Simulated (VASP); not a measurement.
A run of VASP 6.6.1 is set up as follows.

File INCAR:

```
SYSTEM = FeSi
PREC     = Accurate       ! precision mode
ENCUT    = 520            ! plane-wave cutoff, eV
EDIFF    = 1E-7           ! SCF threshold, eV
ISMEAR   = -1             ! smearing method
SIGMA    = 0.05           ! smearing width, eV
LREAL    = .False.        ! projectors in reciprocal space
LASPH    = .True.         ! aspherical terms in the spheres
NELM     = 150            ! most SCF steps
ALGO     = Normal         ! electronic algorithm
ISIF     = 2              ! what is computed and relaxed
LWAVE    = .False.        ! write WAVECAR
LCHARG   = .True.         ! write CHGCAR
ISPIN    = 2              ! spin polarisation
MAGMOM   = 3 3 3 3 0 0 0 0 ! initial moments
LORBIT   = 11             ! projections on sites
LMAXMIX  = 4              ! l up to which the mixer works
GGA      = PS             ! functional
LELF     = .True.         ! ELF
LVHAR    = .True.       
NBANDS   = 38             ! bands
```

Contents of KPOINTS:

```
regular mesh
0
Gamma
  5 5 5
  0 0 0
```

The input POSCAR:

```
FeSi
1.0
    4.5507000000      0.0000000000      0.0000000000
    0.0000000000      4.5507000000      0.0000000000
    0.0000000000      0.0000000000      4.5507000000
Fe Si
4 4
Direct
    0.8634800000      0.6365200000      0.3634800000
    0.6365200000      0.3634800000      0.8634800000
    0.3634800000      0.8634800000      0.6365200000
    0.1365200000      0.1365200000      0.1365200000
    0.1576000000      0.3424000000      0.6576000000
    0.3424000000      0.6576000000      0.1576000000
    0.6576000000      0.1576000000      0.3424000000
    0.8424000000      0.8424000000      0.8424000000
```

Potentials or basis: VASP PAW PBE potentials, release 64 (Fe, Si).

Launch:

```console
$ cat potpaw_PBE.64/Fe/POTCAR potpaw_PBE.64/Si/POTCAR > POTCAR
$ mpirun -np 1 vasp_std > vasp.out
```

(1) Predict the net moment.

(2) Predict the largest force.

Answers

(1) 3.50 μB per cell.

(2) 0.059 eV/Å.

Caveat: the cell stands under tension; the PAW data sets were made with another functional, which shifts forces and pressure a little.
